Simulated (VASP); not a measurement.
Set up this calculation in VASP 6.6.1, as the native input.

```yaml
Task: single point
Functional: r2SCAN
Potentials_or_basis: VASP PAW PBE potentials, release 64 (Si)
Cutoff: 520 eV
k_mesh: 12 × 12 × 12
Occupations: gaussian, width 0.05 eV
Spin: no spin polarisation
Dipole_correction: no
Further_INCAR_settings: ALGO = Normal; EDIFF = 1e-06; NBANDS = 11
```

The system is Si.

```
CELL_PARAMETERS angstrom
0.00000 2.41933 3.42093
2.41933 0.00000 3.42093
2.41933 2.41933 0.00000
ATOMIC_POSITIONS crystal
Si 0.50000 0.50000 0.50000
Si 0.75000 0.75000 0.75000
```

This cell differs from its parent crystal: ratio of the length along z to the lengths across it x 1.414, volume and fractional coordinates fixed.

These files were run (other wordings do the same):

POSCAR

```
Si
1.0
    0.0000000000      2.4193305304      3.4209333700
    2.4193305304      0.0000000000      3.4209333700
    2.4193305304      2.4193305304      0.0000000000
Si
2
Direct
    0.5000000000      0.5000000000      0.5000000000
    0.7500000000      0.7500000000      0.7500000000
```

INCAR.step1

```
SYSTEM = Si
PREC = Accurate ; ENCUT = 520
ISMEAR = 0 ; SIGMA = 0.05
LREAL = .FALSE. ; LASPH = .TRUE.
NELM = 80 ; NBANDS = 11
GGA = PE ; ALGO = Normal
EDIFF = 1E-4 ; LWAVE = .TRUE.
LCHARG = .FALSE.
```

INCAR.step2

```
SYSTEM = Si
PREC = Accurate ; ENCUT = 520
EDIFF = 1E-6 ; ISMEAR = 0
SIGMA = 0.05 ; LREAL = .FALSE.
LASPH = .TRUE. ; NELM = 80
ALGO = Normal ; ISIF = 2
LWAVE = .FALSE. ; LCHARG = .TRUE.
METAGGA = R2SCAN ; LMIXTAU = .TRUE.
LELF = .TRUE. ; LVHAR = .TRUE.
NBANDS = 11 ; ISTART = 1
```

KPOINTS

```
Automatic mesh
0
G
  12 12 12
  0 0 0
```

Potentials or basis: VASP PAW PBE potentials, release 64 (Si).

Run with:

```console
$ cat potpaw_PBE.64/Si/POTCAR > POTCAR
$ cp INCAR.step1 INCAR
$ mpirun -np 1 vasp_std > vasp.out
$ cp INCAR.step2 INCAR
$ mpirun -np 1 vasp_std > vasp.out
```

Results of the run:

* Pressure: -2.9 GPa
* Band gap on the k mesh: zero (band 4 reaches 7.32 eV, above the bottom of band 5 at 5.81 eV)

Caveat: the PAW data sets were made with another functional, which shifts forces and pressure a little.

Run time: 3.5 min on 1 thread of Intel(R) Xeon(R) Platinum 8488C (Sapphire Rapids), with other jobs on the host, peak memory 0.2 GiB.
